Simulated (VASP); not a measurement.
# AlCu3 (Fm-3m) in VASP: further runs, part 2 of 2

VASP 6.6.1. Earlier steps stand in the parts before.

### 5 Relaxation of cell and atoms, PBEsol

This run uses another cell than the first one, of 11.99 Å³/atom, 1.020 times its volume.

Contents of INCAR:

```
SYSTEM = AlCu3
ALGO     = Normal         ! electronic algorithm
EDIFF    = 1E-6           ! SCF threshold, eV
EDIFFG   = -0.001         ! ionic threshold
ENCUT    = 600            ! plane-wave cutoff, eV
GGA      = PS             ! functional
IBRION   = 2              ! ionic algorithm
ISIF     = 3              ! what is computed and relaxed
ISMEAR   = -1             ! smearing method
LASPH    = .TRUE.         ! aspherical terms in the spheres
LCHARG   = .FALSE.        ! write CHGCAR
LREAL    = .FALSE.        ! projectors in reciprocal space
LWAVE    = .FALSE.        ! write WAVECAR
NELM     = 80             ! most SCF steps
NSW      = 80             ! ionic steps
PREC     = Accurate       ! precision mode
SIGMA    = 0.15           ! smearing width, eV
```

Contents of KPOINTS:

```
k-points
0
G
  12 12 12
  0 0 0
```

Contents of POSCAR:

```
AlCu3
1.0
    0.0000000000      2.8834704780      2.8834704780
    2.8834704780      0.0000000000      2.8834704780
    2.8834704780      2.8834704780      0.0000000000
Al Cu
1 3
Direct
    0.0000000000      0.0000000000      0.0000000000
    0.5000000000      0.5000000000      0.5000000000
    0.2500000000      0.2500000000      0.2500000000
    0.7500000000      0.7500000000      0.7500000000
```

Started as:

```
cat potpaw_PBE.64/Al/POTCAR potpaw_PBE.64/Cu/POTCAR > POTCAR
mpirun -np 1 vasp_std > vasp.out
```

Run time: 13 min. Hardware: 1 thread of Intel Xeon 6975P-C, shared host; peak memory 0.27 GiB.

The run converged. Its results:

```
Free energy                            : -17.7675 eV
Relaxed volume                         : 12.04 Å³/atom
Relaxed cell                           : a = 4.084 Å, b = 4.084 Å, c = 4.084 Å, α = 60.00°, β = 60.00°, γ = 60.00°
Space group after relaxing (to 0.05 Å) : Fm-3m (No. 225)
Energy gained by relaxing              : 0.1 meV/atom
Ionic steps                            : 18
Pressure after relaxing                : 0.0 GPa
Band gap on the k mesh                 : zero (band 18 reaches 12.29 eV, above the bottom of band 19 at 6.42 eV)
```

Step by step:
| step | energy change (eV) | largest force (eV/Å) | pressure (GPa) | volume (Å³) |
| --- | --- | --- | --- | --- |
| 1 | 0.0000 | 0.0000 | 0.98 | 47.95 |
| 2 | 0.0004 | 0.0000 | -0.91 | 48.46 |
| 3 | -0.0004 | 0.0000 | 0.02 | 48.15 |
| 4 | -0.0004 | 0.0000 | 0.07 | 48.16 |
| 5 | -0.0002 | 0.0000 | -0.36 | 48.31 |
| 6 | -0.0004 | 0.0000 | -0.16 | 48.18 |
| 7 | -0.0004 | 0.0000 | -0.13 | 48.17 |
| 8 | -0.0004 | 0.0000 | 0.07 | 48.11 |
| 9 | -0.0004 | 0.0000 | 0.11 | 48.13 |
| 10 | -0.0004 | 0.0000 | 0.14 | 48.15 |
| 11 | -0.0004 | 0.0000 | 0.06 | 48.16 |
| 12 | -0.0004 | 0.0000 | 0.03 | 48.16 |
| 13 | -0.0004 | 0.0000 | 0.02 | 48.16 |
| 14 | -0.0004 | 0.0000 | -0.02 | 48.16 |
| 15 | -0.0004 | 0.0000 | 0.11 | 48.16 |
| 16 | -0.0004 | 0.0000 | -0.08 | 48.16 |
| 17 | -0.0004 | 0.0000 | 0.02 | 48.16 |
| 18 | -0.0004 | 0.0000 | -0.01 | 48.16 |

Final structure:
```
CELL_PARAMETERS angstrom
0.00000 2.88778 2.88778
2.88778 0.00000 2.88778
2.88778 2.88778 0.00000
ATOMIC_POSITIONS crystal
Al 0.00000 0.00000 0.00000
Cu 0.50000 0.50000 0.50000
Cu 0.25000 0.25000 0.25000
Cu 0.75000 0.75000 0.75000
```

Levels at points of the mesh, in eV from the Fermi level:
```csv
k point,band 16,band 17,band 18,band 19,band 20,band 21
"(0.00, 0.00, 0.00)",-2.53,3.71,3.71,3.71,4.12,4.12
"(0.50, 0.00, 0.00)",-2.49,-2.20,2.63,2.63,2.88,2.88
"(0.50, 0.50, 0.00)",-2.35,-2.20,-2.20,-2.15,1.94,2.30
```

Caveat: the PAW data sets were made with another functional, which shifts forces and pressure a little.

### 6 Relaxation of cell and atoms, PBEsol

This run uses another cell than the first one, of 12.04 Å³/atom, 1.025 times its volume.

Contents of INCAR:

```
ALGO     = Normal         # electronic algorithm
EDIFF    = 1E-6           # SCF threshold, eV
EDIFFG   = -0.005         # ionic threshold
ENCUT    = 600            # plane-wave cutoff, eV
GGA      = PS             # functional
IBRION   = 2              # ionic algorithm
ISIF     = 3              # what is computed and relaxed
ISMEAR   = 0              # smearing method
LASPH    = T              # aspherical terms in the spheres
LCHARG   = F              # write CHGCAR
LREAL    = F              # projectors in reciprocal space
LWAVE    = F              # write WAVECAR
NELM     = 60             # most SCF steps
NSW      = 100            # ionic steps
PREC     = Accurate       # precision mode
SIGMA    = 0.1            # smearing width, eV
```

Contents of KPOINTS:

```
k-points
0
Gamma
  12 12 12
```

Contents of POSCAR:

```
AlCu3
1.0
    0.0000000000      2.8880109880      2.8880109880
    2.8880109880      0.0000000000      2.8880109880
    2.8880109880      2.8880109880      0.0000000000
Al Cu
1 3
Direct
    0.0000000000      0.0000000000      0.0000000000
    0.5000000000      0.5000000000      0.5000000000
    0.2500000000      0.2500000000      0.2500000000
    0.7500000000      0.7500000000      0.7500000000
```

Potentials or basis: VASP PAW PBE potentials, release 64 (Al, Cu).

Started as:

```
cat potpaw_PBE.64/Al/POTCAR potpaw_PBE.64/Cu/POTCAR > POTCAR
mpirun -np 1 vasp_std > vasp.out
```

Run time: 2.6 min. Hardware: 1 thread of Intel Xeon 6975P-C, shared host; peak memory 0.26 GiB.

The run converged. Its results:

* Free energy: -17.7324 eV
* Relaxed volume: 12.03 Å³/atom
* Relaxed cell: a = 4.083 Å, b = 4.083 Å, c = 4.083 Å, α = 60.00°, β = 60.00°, γ = 60.00°
* Space group after relaxing (to 0.05 Å): Fm-3m (No. 225)
* Energy gained by relaxing: 0.0 meV/atom
* Ionic steps: 2
* Pressure after relaxing: -0.1 GPa
* Band gap on the k mesh: zero (band 18 reaches 12.30 eV, above the bottom of band 19 at 6.43 eV)

Final structure:
```
Al Cu
1.0
     0.00000    2.88725    2.88725
     2.88725    0.00000    2.88725
     2.88725    2.88725    0.00000
Al Cu
1 3
Cartesian
  5.7745 5.7745 5.7745
  2.8873 2.8873 2.8873
  1.4436 1.4436 1.4436
  4.3309 4.3309 4.3309
```

Levels at points of the mesh, in eV from the Fermi level:
```tsv
k point	band 14	band 15	band 16	band 17	band 18	band 19	band 20	band 21	band 22
(0.00, 0.00, 0.00)	-2.59	-2.47	-2.47	3.77	3.77	3.77	4.17	4.17	4.17
(0.50, 0.00, 0.00)	-2.58	-2.43	-2.43	-2.14	2.69	2.69	2.94	2.94	3.65
(0.50, 0.50, 0.00)	-2.34	-2.34	-2.29	-2.14	-2.14	-2.10	2.00	2.36	10.92
```

Caveat: the PAW data sets were made with another functional, which shifts forces and pressure a little.

### 7 Overview

```csv
task,cell,cutoff (eV),smearing,gap on the mesh (eV),pressure (GPa),relaxed volume (Å³/atom)
single point,"a = 4.051 Å, angles 60.0°, 4 atoms",520,fermi-dirac 0.15 eV,none,3.9,-
single point,"a = 4.079 Å, angles 60.0°, 4 atoms",520,fermi-dirac 0.15 eV,none,0.5,-
single point,"a = 4.106 Å, angles 60.0°, 4 atoms",520,fermi-dirac 0.15 eV,none,-2.2,-
relaxation of cell and atoms,"relaxed from a = 4.078 Å, angles 60.0°, 4 atoms",600,fermi-dirac 0.15 eV,none,0.0,12.04
relaxation of cell and atoms,"relaxed from a = 4.084 Å, angles 60.0°, 4 atoms",600,gaussian 0.1 eV,none,-0.1,12.03
```

Alike in all rows: level PBEsol; potentials or basis VASP PAW PBE potentials, release 64 (Al, Cu); no spin polarisation; k mesh 12 × 12 × 12.

Caveats: the PAW data sets were made with another functional, which shifts forces and pressure a little.

Total energies depend on the potentials used, so only differences within one code and one set of settings carry meaning.
